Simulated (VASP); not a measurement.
# SiO2 (P4_12_12) in VASP: a series of runs

The runs below take SiO2 through single point, with PBE.

Everything below comes from runs of VASP 6.6.1. Logs are shortened: lines on timing, memory, paths and dates and some standing lists are left out, and cuts for length are marked.

## Step 1: The cell of the first run

The structure is tetragonal, space group P4_12_12 (No. 92). The conventional cell has a = 7.464 Å, b = 7.464 Å, c = 8.620 Å, α = 90.00°, β = 90.00°, γ = 90.00°. Si (site symmetry 2) has 4 O at 1.62 to 1.66 Å within 2.2 Å. Si (site symmetry 1) has 4 O at 1.62 to 1.67 Å within 2.2 Å. Within 2.2 Å of O (site symmetry 1) lie 2 Si at 1.63 to 1.66 Å. O (site symmetry 1) has 2 Si at 1.62 to 1.67 Å within 2.2 Å. Within 2.2 Å of O (site symmetry 1) lie 2 Si at 1.62 to 1.65 Å.

## Step 2: Single point, PBE

INCAR

```
SYSTEM = SiO2
PREC     = Accurate       ! precision mode
ENCUT    = 520            ! plane-wave cutoff, eV
EDIFF    = 1E-6           ! SCF threshold, eV
ISMEAR   = -1             ! smearing method
SIGMA    = 0.02           ! smearing width, eV
LREAL    = Auto         
LASPH    = .TRUE.         ! aspherical terms in the spheres
NELM     = 100            ! most SCF steps
ALGO     = Normal         ! electronic algorithm
ISIF     = 2              ! what is computed and relaxed
LWAVE    = .FALSE.        ! write WAVECAR
LCHARG   = .FALSE.        ! write CHGCAR
GGA      = PE             ! functional
NBANDS   = 120            ! bands
```

KPOINTS

```
Automatic mesh
0
G
  3 3 3
  0 0 0
```

POSCAR

```
SiO2
1.0
    7.4640000000      0.0000000000      0.0000000000
    0.0000000000      7.4640000000      0.0000000000
    0.0000000000      0.0000000000      8.6200000000
Si O
12 24
Direct
    0.4301096747      0.4301096747      0.0000000000
    0.0698903253      0.9301096747      0.2500000000
    0.5698903253      0.5698903253      0.5000000000
    0.9301096747      0.0698903253      0.7500000000
    0.3740961031      0.1521877990      0.2344320562
    0.3478122010      0.8740961031      0.4844320562
    0.6259038969      0.8478122010      0.7344320562
    0.6521877990      0.1259038969      0.9844320562
    0.8740961031      0.3478122010      0.5155679438
    0.8478122010      0.6259038969      0.2655679438
    0.1259038969      0.6521877990      0.0155679438
    0.1521877990      0.3740961031      0.7655679438
    0.3704353298      0.3588996299      0.1746251381
    0.1411003701      0.8704353298      0.4246251381
    0.6295646702      0.6411003701      0.6746251381
    0.8588996299      0.1295646702      0.9246251381
    0.8704353298      0.1411003701      0.5753748619
    0.6411003701      0.6295646702      0.3253748619
    0.1295646702      0.8588996299      0.0753748619
    0.3588996299      0.3704353298      0.8253748619
    0.1511079951      0.1301533217      0.2263218185
    0.3698466783      0.6511079951      0.4763218185
    0.8488920049      0.8698466783      0.7263218185
    0.6301533217      0.3488920049     -0.0236781815
    0.6511079951      0.3698466783      0.5236781815
    0.8698466783      0.8488920049      0.2736781815
    0.3488920049      0.6301533217      1.0236781815
    0.1301533217      0.1511079951      0.7736781815
    0.4246730537      0.0538289250      0.3962916671
    0.4461710750      0.9246730537      0.6462916671
    0.5753269463      0.9461710750      0.8962916671
    0.5538289250      0.0753269463      0.1462916671
    0.9246730537      0.4461710750      0.3537083329
    0.9461710750      0.5753269463      0.1037083329
    0.0753269463      0.5538289250      0.8537083329
    0.0538289250      0.4246730537      0.6037083329
```

Potentials or basis: VASP PAW PBE potentials, release 64 (Si, O).

Run with:

```sh
> cat potpaw_PBE.64/Si/POTCAR potpaw_PBE.64/O/POTCAR > POTCAR
> mpirun -np 1 vasp_std > vasp.out
```

OUTCAR:

```text
SYSTEM = SiO2
   PREC = Accurate
   ENCUT = 520
   EDIFF = 1E-6
   ISMEAR = -1
   LREAL = Auto
   LASPH = .TRUE.
   NELM = 100
   ISIF = 2
   GGA = PE

 ion  position               nearest neighbor table
   1  0.430  0.430  0.000-  24 1.62  27 1.62  13 1.66  20 1.66   8 2.81  11 2.81   5 2.93  12 2.93

   2  0.070  0.930  0.250-  21 1.62  26 1.62  14 1.66  19 1.66   5 2.81  10 2.81   6 2.93  11 2.93

   3  0.570  0.570  0.500-  22 1.62  25 1.62  15 1.66  18 1.66   6 2.81   9 2.81   7 2.93  10 2.93

   4  0.930  0.070  0.750-  23 1.62  28 1.62  16 1.66  17 1.66   7 2.81  12 2.81   9 2.93   8 2.93

   5  0.374  0.152  0.234-  29 1.62  13 1.63  32 1.65  21 1.67   2 2.81   1 2.93   6 3.00   8 3.00

   6  0.348  0.874  0.484-  30 1.62  14 1.63  29 1.65  22 1.67   3 2.81   2 2.93   5 3.00   7 3.00

   7  0.626  0.848  0.734-  31 1.62  15 1.63  30 1.65  23 1.67   4 2.81   3 2.93   6 3.00   8 3.00

   8  0.652  0.126  0.984-  32 1.62  16 1.63  31 1.65  24 1.67   1 2.81   4 2.93   5 3.00   7 3.00

   9  0.874  0.348  0.516-  33 1.62  17 1.63  36 1.65  25 1.67   3 2.81   4 2.93  10 3.00  12 3.00

  10  0.848  0.626  0.266-  34 1.62  18 1.63  33 1.65  26 1.67   2 2.81   3 2.93   9 3.00  11 3.00

  11  0.126  0.652  0.016-  35 1.62  19 1.63  34 1.65  27 1.67   1 2.81   2 2.93  10 3.00  12 3.00

  12  0.152  0.374  0.766-  36 1.62  20 1.63  35 1.65  28 1.67   4 2.81   1 2.93   9 3.00  11 3.00

  13  0.370  0.359  0.175-   5 1.63   1 1.66
  14  0.141  0.870  0.425-   6 1.63   2 1.66
  15  0.630  0.641  0.675-   7 1.63   3 1.66
  16  0.859  0.130  0.925-   8 1.63   4 1.66
  17  0.870  0.141  0.575-   9 1.63   4 1.66
  18  0.641  0.630  0.325-  10 1.63   3 1.66
[... 16 lines left out ...]
  35  0.075  0.554  0.854-  11 1.62  12 1.65
  36  0.054  0.425  0.604-  12 1.62   9 1.65

  LATTYP: Found a simple tetragonal cell.
 ALAT       =     7.4640000000
 C/A-ratio  =     1.1548767417

  Lattice vectors:

 A1 = (   7.4640000000,   0.0000000000,   0.0000000000)
 A2 = (   0.0000000000,   7.4640000000,   0.0000000000)
 A3 = (   0.0000000000,   0.0000000000,   8.6200000000)

Analysis of symmetry for initial positions (statically):
=====================================================================
 Subroutine PRICEL returns:
 Original cell was already a primitive cell.

 Routine SETGRP: Setting up the symmetry group for a
 simple tetragonal supercell.

 Subroutine GETGRP returns: Found  8 space group operations
 (whereof  2 operations were pure point group operations)
 out of a pool of 16 trial point group operations.

The static configuration has the point symmetry C_2 .
 The point group associated with its full space group is D_4 .

Analysis of symmetry for dynamics (positions and initial velocities):
=====================================================================
 Subroutine PRICEL returns:
 Original cell was already a primitive cell.

 Routine SETGRP: Setting up the symmetry group for a
 simple tetragonal supercell.

 Subroutine GETGRP returns: Found  8 space group operations
 (whereof  2 operations were pure point group operations)
 out of a pool of 16 trial point group operations.

The dynamic configuration has the point symmetry C_2 .
 The point group associated with its full space group is D_4 .

 Subroutine INISYM returns: Found  8 space group operations
 (whereof  2 operations are pure point group operations),
 and found     1 'primitive' translations

----------------------------------------------------------------------------------------

                                     Primitive cell

  volume of cell :     480.2314

  direct lattice vectors                    reciprocal lattice vectors
     7.464000000  0.000000000  0.000000000     0.133976420  0.000000000  0.000000000
     0.000000000  7.464000000  0.000000000     0.000000000  0.133976420  0.000000000
     0.000000000  0.000000000  8.620000000     0.000000000  0.000000000  0.116009281

  length of vectors
     7.464000000  7.464000000  8.620000000     0.133976420  0.133976420  0.116009281

  position of ions in fractional coordinates (direct lattice)
     0.430109675  0.430109675  0.000000000
     0.069890325  0.930109675  0.250000000
     0.569890325  0.569890325  0.500000000
     0.930109675  0.069890325  0.750000000
     0.374096103  0.152187799  0.234432056
     0.347812201  0.874096103  0.484432056
[... 28 lines left out ...]
     0.075326946  0.553828925  0.853708333
     0.053828925  0.424673054  0.603708333

  ion indices of the primitive-cell ions
   primitive index   ion index
                 1           1
                 2           2
                 3           3
                 4           4
                 5           5
                 6           6
[... 28 lines left out ...]
                35          35
                36          36

----------------------------------------------------------------------------------------

 KPOINTS: Automatic mesh

Automatic generation of k-mesh.
 Grid dimensions read from file:
 generate k-points for:    3    3    3

 Generating k-lattice:

  Cartesian coordinates                     Fractional coordinates (reciprocal lattice)
     0.044658807  0.000000000  0.000000000     0.333333333  0.000000000  0.000000000
     0.000000000  0.044658807  0.000000000     0.000000000  0.333333333  0.000000000
     0.000000000  0.000000000  0.038669760     0.000000000  0.000000000  0.333333333

  Length of vectors
     0.044658807  0.044658807  0.038669760

  Shift w.r.t. Gamma in fractional coordinates (k-lattice)
     0.000000000  0.000000000  0.000000000

 Subroutine IBZKPT returns following result:
 ===========================================

 Found      6 irreducible k-points:

 Following reciprocal coordinates:
            Coordinates               Weight
  0.000000  0.000000  0.000000      1.000000
  0.333333  0.000000  0.000000      4.000000
  0.333333  0.333333  0.000000      4.000000
  0.000000  0.000000  0.333333      2.000000
  0.333333  0.000000  0.333333      8.000000
  0.333333  0.333333  0.333333      8.000000
   k-points           NKPTS =      6   k-points in BZ     NKDIM =      6   number of bands    NBANDS=    120
   number of dos      NEDOS =    301   number of ions     NIONS =     36
   total plane-waves  NPLWV = 200704
   dimension x,y,z NGX =    56 NGY =   56 NGZ =   64
   dimension x,y,z NGXF=   112 NGYF=  112 NGZF=  128
   ions per type =              12  24
   NGX,Y,Z   is equivalent  to a cutoff of  12.47, 12.47, 12.34 a.u.
   NGXF,Y,Z  is equivalent  to a cutoff of  24.95, 24.95, 24.69 a.u.
 SYSTEM =  SiO2
   PREC   = accura    normal or accurate (medium, high low for compatibility)
   ISTART =      0    job   : 0-new  1-cont  2-samecut
   ICHARG =      2    charge: 1-file 2-atom 10-const
   ISPIN  =      1    spin polarized calculation?
   LNONCOLLINEAR =      F non collinear calculations
   LSORBIT =      F    spin-orbit coupling
   LASPH  =      T    aspherical Exc in radial PAW
   ENCUT  =  520.0 eV  38.22 Ry    6.18 a.u.  13.88 13.88 16.03*2*pi/ulx,y,z
   NELM   =    100;   NELMIN=  2; NELMDL= -5     # of ELM steps
   EDIFF  = 0.1E-05   stopping-criterion for ELM
   LREAL  =      T    real-space projection
   EDIFFG = 0.1E-04   stopping-criterion for IOM
   NSW    =      0    number of steps for IOM
   IBRION =     -1    ionic relax: 0-MD 1-quasi-New 2-CG
   NFREE  =      0    steps in history (QN), initial steepest desc. (CG)
   ISIF   =      2    stress and relaxation
   ISYM   =      2    0-nonsym 1-usesym 2-fastsym
   POTIM  = 0.5000    time-step for ionic-motion
   TEBEG  =    0.0;   TEEND  =   0.0 temperature during run
   PSTRESS=    0.0 pullay stress
   NELECT =     192.0000    total number of electrons
   NUPDOWN=      -1.0000    fix difference up-down
   EMIN   =  10.00;   EMAX   =-10.00  energy-range for DOS
   EFERMI =   0.00;   METHOD = LEGACY
   ISMEAR =    -1;   SIGMA  =   0.02  broadening in eV -4-tet -1-fermi 0-gaus
   EFERMI_NEDOS =   21; number of points for ismear=-14 and -15
   IALGO  =     38    algorithm
   IMIX   =      4    mixing-type and parameters
     AMIX     =   0.40;   BMIX     =  1.00
     AMIX_MAG =   1.60;   BMIX_MAG =  1.00
  volume/ion in A,a.u.               =      13.34        90.02
  Fermi-wavevector in a.u.,A,eV,Ry     =   1.206031  2.279068 19.789814  1.454510
  Thomas-Fermi vector in A             =   2.341710
   LORBIT       =      0    0 simple, 1 ext, 2 COOP (PROOUT), +10 PAW based schemes
   GGA     = PE    functional components
   LHFCALC =     F    Hartree Fock is set to
   AEXX    =    0.0000 exact exchange contribution
   IVDW    =     0    specifies the selected vdW correction
   LEPSILON=     F    determine dielectric tensor
   LRPA    =     F    only Hartree local field effects (RPA)
 non-spin polarized calculation
  energy-cutoff  :      520.00
  volume of cell :      480.23
 maximum number of plane-waves:     12957
 NGX is ok and might be reduce to    56
   NGX = 27   NGY = 27   NGZ = 33

 number of electron     192.0000012 magnetization

 Free energy of the ion-electron system (eV)
  ---------------------------------------------------
  ext. energy  EPLUGINS =         0.00000000
  ---------------------------------------------------
  free energy    TOTEN  =      -269.68129245 eV

  energy without entropy =     -269.68129245  energy(sigma->0) =     -269.68129245

 E-fermi :   1.3170     XC(G=0):  -8.8673

 val. band max:        0.8225752730   @ k =   0.3333   0.3333   0.0000
 cond. band min:       5.1234826270   @ k =   0.0000   0.0000   0.0000
 fundamental gap:      4.3009073540
 Fermi energy:         1.3169969301

 k-point     1 :       0.0000    0.0000    0.0000
  band No.  band energies     occupation
      1     -18.8885      2.00000
      2     -18.4079      2.00000
      3     -18.4079      2.00000
      4     -18.3097      2.00000
      5     -17.8892      2.00000
      6     -17.7677      2.00000
[... 100 lines left out ...]
    107       8.4957      0.00000
    108       8.5636      0.00000
[... 553 lines left out ...]
    107       8.3352      0.00000
    108       8.5124      0.00000
 [bands above 108 left out]

------------------------ aborting loop because EDIFF is reached ----------------------------------------

  FORCE on cell =-STRESS in cart. coord.  units (eV):
  Direction    XX          YY          ZZ          XY          YZ          ZX
  --------------------------------------------------------------------------------------
  -------------------------------------------------------------------------------------
  Total       20.5177496     20.5177496     21.0596491      0.0000000     -0.0000000      0.0000000
  in kB       68.4525734     68.4525734     70.2604920      0.0000000     -0.0000000      0.0000000
  external PRESSURE =      69.0552129 kB  Pullay stress =       0.0000000 kB

 VOLUME and BASIS-vectors are now :
 -----------------------------------------------------------------------------
  energy-cutoff  :      520.00
  volume of cell :      480.23
      direct lattice vectors                 reciprocal lattice vectors
     7.464000000  0.000000000  0.000000000     0.133976420  0.000000000  0.000000000
     0.000000000  7.464000000  0.000000000     0.000000000  0.133976420  0.000000000
     0.000000000  0.000000000  8.620000000     0.000000000  0.000000000  0.116009281

 POSITION                                       TOTAL-FORCE (eV/Angst)
 -----------------------------------------------------------------------------------
      3.21034      3.21034      0.00000         0.025715      0.025715      0.000000
      0.52166      6.94234      2.15500        -0.025715      0.025715     -0.000000
      4.25366      4.25366      4.31000        -0.025715     -0.025715      0.000000
      6.94234      0.52166      6.46500         0.025715     -0.025715      0.000000
      2.79225      1.13593      2.02080         0.008922      0.000935      0.015060
      2.59607      6.52425      4.17580        -0.000935      0.008922      0.015060
[... 28 lines left out ...]
      0.56224      4.13378      7.35897         0.004971     -0.007728     -0.022368
      0.40178      3.16976      5.20397        -0.007728     -0.004971     -0.022368
 -----------------------------------------------------------------------------------
    total drift:                                0.000000     -0.000000     -0.000000

  FREE ENERGIE OF THE ION-ELECTRON SYSTEM (eV)
  ---------------------------------------------------
  free  energy   TOTEN  =      -269.6812924485 eV

  energy  without entropy=     -269.6812924485  energy(sigma->0) =     -269.68129245
```

Run time: 5.4 min. Hardware: 1 thread of AMD EPYC 9R45 (Zen 5), shared host; peak memory 0.53 GiB.

Results:

* Free energy: -269.6813 eV
* Pressure: 6.9 GPa
* Largest force: 0.038 eV/Å
* Band gap on the k mesh: 4.30 eV, indirect (least direct gap 4.32 eV)

Forces in eV/Å, atoms in the order of the input:
```
Si   0.026  0.026  0.000
Si  -0.026  0.026  0.000
Si  -0.026 -0.026  0.000
Si   0.026 -0.026  0.000
Si   0.009  0.001  0.015
Si  -0.001  0.009  0.015
Si  -0.009 -0.001  0.015
Si   0.001 -0.009  0.015
Si   0.009 -0.001 -0.015
Si  -0.001 -0.009 -0.015
Si  -0.009  0.001 -0.015
Si   0.001  0.009 -0.015
O    0.000  0.024  0.005
O   -0.024  0.000  0.005
O    0.000 -0.024  0.005
O    0.024  0.000  0.005
O    0.000 -0.024 -0.005
O   -0.024  0.000 -0.005
O    0.000  0.024 -0.005
O    0.024  0.000 -0.005
O   -0.006  0.037  0.003
O   -0.037 -0.006  0.003
O    0.006 -0.037  0.003
O    0.037  0.006  0.003
O   -0.006 -0.037 -0.003
O   -0.037  0.006 -0.003
O    0.006  0.037 -0.003
O    0.037 -0.006 -0.003
O   -0.005 -0.008  0.022
O    0.008 -0.005  0.022
O    0.005  0.008  0.022
O   -0.008  0.005  0.022
O   -0.005  0.008 -0.022
O    0.008  0.005 -0.022
O    0.005 -0.008 -0.022
O   -0.008 -0.005 -0.022
```

Stress tensor (GPa, compression positive):
```
6.85 0.00 0.00
0.00 6.85 0.00
0.00 0.00 7.03
```

A k mesh can miss the band edges. Expect the measured gap to be larger: semilocal functionals such as PBE lack the derivative discontinuity.

[end of part 1 of 2]
